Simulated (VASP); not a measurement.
# TiN (Osbornite) (Fm-3m) in VASP: further runs

TiN (Osbornite) is run at these levels: PBEsol; tasks: single point, relaxation of cell and atoms.

All numbers are computed with VASP 6.6.1; they aren't measurements. Logs are shortened: lines on timing, memory, paths and dates and some standing lists are left out, and cuts for length are marked.

## (1) The cell of the first run

Symmetry: Fm-3m, No. 225, cubic system. The conventional cell has a = 4.204 Å, b = 4.204 Å, c = 4.204 Å, α = 90.00°, β = 90.00°, γ = 90.00°. Within 2.8 Å of Ti (site symmetry m-3m) lie 6 N at 2.10 Å. Within 2.8 Å of N (site symmetry m-3m) lie 6 Ti at 2.10 Å.

## (2) Single point, PBEsol

The input, INCAR:

```
PREC = Accurate
ENCUT = 520
EDIFF = 1E-6
ISMEAR = 0
SIGMA = 0.1
LREAL = False
LASPH = True
NELM = 60
ALGO = Normal
ISIF = 2
LWAVE = False
LCHARG = True
GGA = PS
LELF = True
LVHAR = True
NBANDS = 16
```

The input, KPOINTS:

```
regular mesh
0
Gamma
  18 18 18
```

The input, POSCAR:

```
TiN
1.0
    0.0000000000      2.1019663708      2.1019663708
    2.1019663708      0.0000000000      2.1019663708
    2.1019663708      2.1019663708      0.0000000000
Ti N
1 1
Direct
    0.0000000000      0.0000000000      0.0000000000
    0.5000000000      0.5000000000      0.5000000000
```

Potentials or basis: VASP PAW PBE potentials, release 64 (Ti_sv, N).

The run is started by

```sh
$ cat potpaw_PBE.64/Ti_sv/POTCAR potpaw_PBE.64/N/POTCAR > POTCAR
$ mpirun -np 1 vasp_std > vasp.out
```

OUTCAR:

```text
PREC = Accurate
   ENCUT = 520
   EDIFF = 1E-6
   ISMEAR = 0
   LREAL = False
   LASPH = True
   NELM = 60
   ISIF = 2
   GGA = PS

 ion  position               nearest neighbor table
   1  0.000  0.000  0.000-   2 2.10   2 2.10   2 2.10   2 2.10   2 2.10   2 2.10
   2  0.500  0.500  0.500-   1 2.10   1 2.10   1 2.10   1 2.10   1 2.10   1 2.10

  LATTYP: Found a face centered cubic cell.
 ALAT       =     4.2039327416

  Lattice vectors:

 A1 = (   0.0000000000,   2.1019663708,   2.1019663708)
 A2 = (   2.1019663708,   0.0000000000,   2.1019663708)
 A3 = (   2.1019663708,   2.1019663708,   0.0000000000)

Analysis of symmetry for initial positions (statically):
=====================================================================
 Subroutine PRICEL returns:
 Original cell was already a primitive cell.

 Routine SETGRP: Setting up the symmetry group for a
 face centered cubic supercell.

 Subroutine GETGRP returns: Found 48 space group operations
 (whereof 48 operations were pure point group operations)
 out of a pool of 48 trial point group operations.

The static configuration has the point symmetry O_h .

Analysis of symmetry for dynamics (positions and initial velocities):
=====================================================================
 Subroutine PRICEL returns:
 Original cell was already a primitive cell.

 Routine SETGRP: Setting up the symmetry group for a
 face centered cubic supercell.

 Subroutine GETGRP returns: Found 48 space group operations
 (whereof 48 operations were pure point group operations)
 out of a pool of 48 trial point group operations.

The dynamic configuration has the point symmetry O_h .

 Subroutine INISYM returns: Found 48 space group operations
 (whereof 48 operations are pure point group operations),
 and found     1 'primitive' translations

----------------------------------------------------------------------------------------

                                     Primitive cell

  volume of cell :      18.5741

  direct lattice vectors                    reciprocal lattice vectors
     0.000000000  2.101966371  2.101966371    -0.237872502  0.237872502  0.237872502
     2.101966371  0.000000000  2.101966371     0.237872502 -0.237872502  0.237872502
     2.101966371  2.101966371  0.000000000     0.237872502  0.237872502 -0.237872502

  length of vectors
     2.972629349  2.972629349  2.972629349     0.412007259  0.412007259  0.412007259

  position of ions in fractional coordinates (direct lattice)
     0.000000000  0.000000000  0.000000000
     0.500000000  0.500000000  0.500000000

  ion indices of the primitive-cell ions
   primitive index   ion index
                 1           1
                 2           2

----------------------------------------------------------------------------------------

 KPOINTS: regular mesh

Automatic generation of k-mesh.
 Grid dimensions read from file:
 generate k-points for:   18   18   18

 Generating k-lattice:

  Cartesian coordinates                     Fractional coordinates (reciprocal lattice)
    -0.013215139  0.013215139  0.013215139     0.055555556  0.000000000  0.000000000
     0.013215139 -0.013215139  0.013215139     0.000000000  0.055555556  0.000000000
     0.013215139  0.013215139 -0.013215139     0.000000000  0.000000000  0.055555556

  Length of vectors
     0.022889292  0.022889292  0.022889292

  Shift w.r.t. Gamma in fractional coordinates (k-lattice)
     0.000000000  0.000000000  0.000000000

 Subroutine IBZKPT returns following result:
 ===========================================

 Found    195 irreducible k-points:

 Following reciprocal coordinates:
            Coordinates               Weight
  0.000000  0.000000  0.000000      1.000000
  0.055556  0.000000  0.000000      8.000000
  0.111111  0.000000  0.000000      8.000000
  0.166667  0.000000  0.000000      8.000000
  0.222222  0.000000  0.000000      8.000000
  0.277778  0.000000  0.000000      8.000000
[... 16 lines left out ...]
 -0.277778  0.055556  0.000000     24.000000
 -0.222222  0.055556  0.000000     24.000000
 [... further k-points ...]
   k-points           NKPTS =    195   k-points in BZ     NKDIM =    195   number of bands    NBANDS=     16
   number of dos      NEDOS =    301   number of ions     NIONS =      2
   total plane-waves  NPLWV =  13824
   dimension x,y,z NGX =    24 NGY =   24 NGZ =   24
   dimension x,y,z NGXF=    48 NGYF=   48 NGZF=   48
   ions per type =               1   1
   NGX,Y,Z   is equivalent  to a cutoff of  13.42, 13.42, 13.42 a.u.
   NGXF,Y,Z  is equivalent  to a cutoff of  26.84, 26.84, 26.84 a.u.
 SYSTEM =  unknown system
   PREC   = accura    normal or accurate (medium, high low for compatibility)
   ISTART =      0    job   : 0-new  1-cont  2-samecut
   ICHARG =      2    charge: 1-file 2-atom 10-const
   ISPIN  =      1    spin polarized calculation?
   LNONCOLLINEAR =      F non collinear calculations
   LSORBIT =      F    spin-orbit coupling
   LASPH  =      T    aspherical Exc in radial PAW
   ENCUT  =  520.0 eV  38.22 Ry    6.18 a.u.   5.53  5.53  5.53*2*pi/ulx,y,z
   NELM   =     60;   NELMIN=  2; NELMDL= -5     # of ELM steps
   EDIFF  = 0.1E-05   stopping-criterion for ELM
   LREAL  =      F    real-space projection
   EDIFFG = 0.1E-04   stopping-criterion for IOM
   NSW    =      0    number of steps for IOM
   IBRION =     -1    ionic relax: 0-MD 1-quasi-New 2-CG
   NFREE  =      0    steps in history (QN), initial steepest desc. (CG)
   ISIF   =      2    stress and relaxation
   ISYM   =      2    0-nonsym 1-usesym 2-fastsym
   POTIM  = 0.5000    time-step for ionic-motion
   TEBEG  =    0.0;   TEEND  =   0.0 temperature during run
   PSTRESS=    0.0 pullay stress
   NELECT =      17.0000    total number of electrons
   NUPDOWN=      -1.0000    fix difference up-down
   EMIN   =  10.00;   EMAX   =-10.00  energy-range for DOS
   EFERMI =   0.00;   METHOD = LEGACY
   ISMEAR =     0;   SIGMA  =   0.10  broadening in eV -4-tet -1-fermi 0-gaus
   EFERMI_NEDOS =   21; number of points for ismear=-14 and -15
   IALGO  =     38    algorithm
   IMIX   =      4    mixing-type and parameters
     AMIX     =   0.40;   BMIX     =  1.00
     AMIX_MAG =   1.60;   BMIX_MAG =  1.00
  volume/ion in A,a.u.               =       9.29        62.67
  Fermi-wavevector in a.u.,A,eV,Ry     =   1.589481  3.003684 34.374443  2.526450
  Thomas-Fermi vector in A             =   2.688324
   LORBIT       =      0    0 simple, 1 ext, 2 COOP (PROOUT), +10 PAW based schemes
   GGA     = PS    functional components
   LHFCALC =     F    Hartree Fock is set to
   AEXX    =    0.0000 exact exchange contribution
   IVDW    =     0    specifies the selected vdW correction
   LEPSILON=     F    determine dielectric tensor
   LRPA    =     F    only Hartree local field effects (RPA)
 non-spin polarized calculation
 Gauss-broadening in eV      SIGMA  =   0.10
  energy-cutoff  :      520.00
  volume of cell :       18.57
 maximum number of plane-waves:       531
 NGX is ok and might be reduce to    24
   NGX = 11   NGY = 11   NGZ = 11

 number of electron      16.9999998 magnetization

 Free energy of the ion-electron system (eV)
  ---------------------------------------------------
  ext. energy  EPLUGINS =         0.00000000
  ---------------------------------------------------
  free energy    TOTEN  =       -20.78212274 eV

  energy without entropy =      -20.77810694  energy(sigma->0) =      -20.78011484

 E-fermi :  11.6744     XC(G=0): -13.3717

 val. band max:       11.6383271077   @ k =  -0.1667   0.1111   0.0000
 cond. band min:      11.6829464620   @ k =   0.4444   0.2222   0.1111
 fundamental gap:      0.0446193543
 Fermi energy:        11.6743770029

 k-point     1 :       0.0000    0.0000    0.0000
  band No.  band energies     occupation
      1     -45.8919      2.00000
      2     -21.9509      2.00000
      3     -21.9509      2.00000
      4     -21.9509      2.00000
      5      -5.5289      2.00000
      6       9.6235      2.00000
[... 8 lines left out ...]
     15      24.8139      0.00000
     16      31.7678      0.00000

 k-point     2 :       0.0556    0.0000    0.0000
  band No.  band energies     occupation
      1     -45.8886      2.00000
      2     -21.9741      2.00000
      3     -21.9528      2.00000
      4     -21.9528      2.00000
      5      -5.4647      2.00000
      6       9.2417      2.00000
[... 8 lines left out ...]
     15      24.8777      0.00000
     16      31.6747      0.00000

 k-point     3 :       0.1111    0.0000    0.0000
  band No.  band energies     occupation
      1     -45.8789      2.00000
      2     -22.0404      2.00000
      3     -21.9582      2.00000
      4     -21.9582      2.00000
      5      -5.2773      2.00000
      6       8.4336      2.00000
[... 8 lines left out ...]
     15      24.9954      0.00000
     16      31.3898      0.00000

 k-point     4 :       0.1667    0.0000    0.0000
  band No.  band energies     occupation
      1     -45.8641      2.00000
      2     -22.1406      2.00000
      3     -21.9665      2.00000
      4     -21.9665      2.00000
      5      -4.9811      2.00000
      6       7.4813      2.00000
[... 8 lines left out ...]
     15      25.0013      0.00000
     16      30.8159      0.00000

 k-point     5 :       0.2222    0.0000    0.0000
  band No.  band energies     occupation
      1     -45.8458      2.00000
      2     -22.2613      2.00000
      3     -21.9766      2.00000
      4     -21.9766      2.00000
      5      -4.5993      2.00000
      6       6.4986      2.00000
[... 8 lines left out ...]
     15      24.8397      0.00000
     16      29.9631      0.00000

 k-point     6 :       0.2778    0.0000    0.0000
  band No.  band energies     occupation
      1     -45.8263      2.00000
      2     -22.3873      2.00000
      3     -21.9873      2.00000
      4     -21.9873      2.00000
      5      -4.1636      2.00000
      6       5.5555      2.00000
[... 8 lines left out ...]
     15      24.7152      0.00000
     16      28.9590      0.00000

 k-point     7 :       0.3333    0.0000    0.0000
  band No.  band energies     occupation
      1     -45.8079      2.00000
      2     -22.5035      2.00000
      3     -21.9973      2.00000
      4     -21.9973      2.00000
      5      -3.7151      2.00000
      6       4.7095      2.00000
[... 8 lines left out ...]
     15      24.8627      0.00000
     16      27.9671      0.00000

 k-point     8 :       0.3889    0.0000    0.0000
  band No.  band energies     occupation
      1     -45.7928      2.00000
      2     -22.5967      2.00000
      3     -22.0055      2.00000
      4     -22.0055      2.00000
      5      -3.3091      2.00000
      6       4.0203      2.00000
[... 8 lines left out ...]
     15      25.2363      0.00000
     16      27.1279      0.00000

 k-point     9 :       0.4444    0.0000    0.0000
  band No.  band energies     occupation
      1     -45.7829      2.00000
      2     -22.6568      2.00000
      3     -22.0108      2.00000
      4     -22.0108      2.00000
      5      -3.0158      2.00000
      6       3.5581      2.00000
[... 8 lines left out ...]
     15      25.6017      0.00000
     16      26.5610      0.00000
[... 172 lines left out ...]
 k-point    19 :       0.5000    0.0556    0.0000
  band No.  band energies     occupation
      1     -45.7785      2.00000
      2     -22.6668      2.00000
      3     -22.0255      2.00000
      4     -22.0178      2.00000
      5      -2.9478      2.00000
      6       3.4841      2.00000
[... 8 lines left out ...]
     15      25.6348      0.00000
     16      26.3360      0.00000

 k-point    20 :      -0.4444    0.0556    0.0000
  band No.  band energies     occupation
      1     -45.7796      2.00000
      2     -22.6600      2.00000
      3     -22.0293      2.00000
      4     -22.0128      2.00000
      5      -2.9813      2.00000
      6       3.5344      2.00000
[... 8 lines left out ...]
     15      25.5752      0.00000
     16      26.3578      0.00000

 k-point    21 :      -0.3889    0.0556    0.0000
  band No.  band energies     occupation
      1     -45.7873      2.00000
      2     -22.6136      2.00000
      3     -22.0289      2.00000
      4     -22.0045      2.00000
      5      -3.2077      2.00000
      6       3.8829      2.00000
[... 8 lines left out ...]
     15      25.2888      0.00000
     16      26.7108      0.00000

 k-point    22 :      -0.3333    0.0556    0.0000
  band No.  band energies     occupation
      1     -45.8006      2.00000
      2     -22.5326      2.00000
      3     -22.0242      2.00000
      4     -21.9939      2.00000
      5      -3.5686      2.00000
      6       4.4717      2.00000
[... 8 lines left out ...]
     15      24.9224      0.00000
     16      27.3365      0.00000

 k-point    23 :      -0.2778    0.0556    0.0000
  band No.  band energies     occupation
      1     -45.8179      2.00000
      2     -22.4257      2.00000
      3     -22.0158      2.00000
      4     -21.9822      2.00000
      5      -3.9943      2.00000
      6       5.2303      2.00000
[... 8 lines left out ...]
     15      24.7116      0.00000
     16      28.1325      0.00000

 k-point    24 :      -0.2222    0.0556    0.0000
  band No.  band energies     occupation
      1     -45.8371      2.00000
      2     -22.3049      2.00000
      3     -22.0046      2.00000
      4     -21.9709      2.00000
      5      -4.4262      2.00000
      6       6.0945      2.00000
[... 8 lines left out ...]
     15      24.7860      0.00000
     16      28.9877      0.00000

 [... further k-points ...]

------------------------ aborting loop because EDIFF is reached ----------------------------------------

  FORCE on cell =-STRESS in cart. coord.  units (eV):
  Direction    XX          YY          ZZ          XY          YZ          ZX
  --------------------------------------------------------------------------------------
  -------------------------------------------------------------------------------------
  Total        0.0543415      0.0543415      0.0543415      0.0000000      0.0000000      0.0000000
  in kB        4.6874350      4.6874350      4.6874350      0.0000000      0.0000000      0.0000000
  external PRESSURE =       4.6874350 kB  Pullay stress =       0.0000000 kB

 VOLUME and BASIS-vectors are now :
 -----------------------------------------------------------------------------
  energy-cutoff  :      520.00
  volume of cell :       18.57
      direct lattice vectors                 reciprocal lattice vectors
     0.000000000  2.101966371  2.101966371    -0.237872502  0.237872502  0.237872502
     2.101966371  0.000000000  2.101966371     0.237872502 -0.237872502  0.237872502
     2.101966371  2.101966371  0.000000000     0.237872502  0.237872502 -0.237872502

 POSITION                                       TOTAL-FORCE (eV/Angst)
 -----------------------------------------------------------------------------------
      0.00000      0.00000      0.00000        -0.000000      0.000000     -0.000000
      2.10197      2.10197      2.10197         0.000000     -0.000000      0.000000
 -----------------------------------------------------------------------------------
    total drift:                                0.000000     -0.000000     -0.000000

  FREE ENERGIE OF THE ION-ELECTRON SYSTEM (eV)
  ---------------------------------------------------
  free  energy   TOTEN  =       -20.7821227421 eV

  energy  without entropy=      -20.7781069448  energy(sigma->0) =      -20.78011484
```

Run time: 38 s. Hardware: 1 thread of Intel Xeon Platinum 8259CL at 2.50GHz (Skylake/Cascade Lake), shared host; peak memory 0.18 GiB.

Results:

```yaml
Free_energy: -20.7821 eV
Pressure: 0.5 GPa
```

Caveat: the PAW data sets were made with another functional, which shifts forces and pressure a little.

## (3) Relaxation of cell and atoms, PBEsol

This run uses another cell than the first one, of 9.51 Å³/atom, 1.025 times its volume.

The input, INCAR:

```
SYSTEM = TiN
ALGO = Normal ; EDIFF = 1E-7
EDIFFG = -0.005 ; ENCUT = 600
GGA = PS ; IBRION = 2
ISIF = 3 ; ISMEAR = 0
LASPH = .TRUE. ; LCHARG = .FALSE.
LREAL = .FALSE. ; LWAVE = .FALSE.
NELM = 80 ; NSW = 100
PREC = Accurate ; SIGMA = 0.1
```

The input, KPOINTS:

```
k-points
0
G
  18 18 18
  0 0 0
```

The input, POSCAR:

```
TiN
1.0
    0.0000000000      2.1190000000      2.1190000000
    2.1190000000      0.0000000000      2.1190000000
    2.1190000000      2.1190000000      0.0000000000
Ti N
1 1
Direct
    0.0000000000      0.0000000000      0.0000000000
    0.5000000000      0.5000000000      0.5000000000
```

Potentials or basis: VASP PAW PBE potentials, release 64 (Ti_sv, N).

The run is started by

```sh
$ cat potpaw_PBE.64/Ti_sv/POTCAR potpaw_PBE.64/N/POTCAR > POTCAR
$ mpirun -np 1 vasp_std > vasp.out
```

Wall time 54 s (1 thread of Intel Xeon 6975P-C (Granite Rapids), shared host); peak memory 0.19 GiB.

The run converged. Its results:

* Free energy: -20.7846 eV
* Relaxed volume: 9.30 Å³/atom
* Relaxed cell: a = 2.974 Å, b = 2.974 Å, c = 2.974 Å, α = 60.00°, β = 60.00°, γ = 60.00°
* Space group after relaxing (to 0.05 Å): Fm-3m (No. 225)
* Energy gained by relaxing: 4.5 meV/atom
* Ionic steps: 3
* Pressure after relaxing: -0.1 GPa

Step by step:
```csv
step,energy change (eV),largest force (eV/Å),pressure (GPa),volume (Å³)
1,0.0000,0.0000,-6.55,19.03
2,0.0112,0.0000,10.81,17.98
3,-0.0090,0.0000,-0.06,18.60
```

Final structure:
```
Ti N
1.0
     0.00000    2.10295    2.10295
     2.10295    0.00000    2.10295
     2.10295    2.10295    0.00000
Ti N
1 1
Cartesian
  0.0000 0.0000 0.0000
  2.1030 2.1030 2.1030
```

Levels at points of the mesh, in eV from the Fermi level:
```
           k point  band 7  band 8  band 9  band 10  band 11  band 12
(0.00, 0.00, 0.00)   -2.05   -2.05   -0.65    -0.65    -0.65     0.60
(0.50, 0.00, 0.00)   -5.62   -5.62    1.78     1.78     2.48     5.98
(0.50, 0.50, 0.00)   -3.25   -3.25   -3.22     1.72     2.52     2.52
```

Caveat: the PAW data sets were made with another functional, which shifts forces and pressure a little.
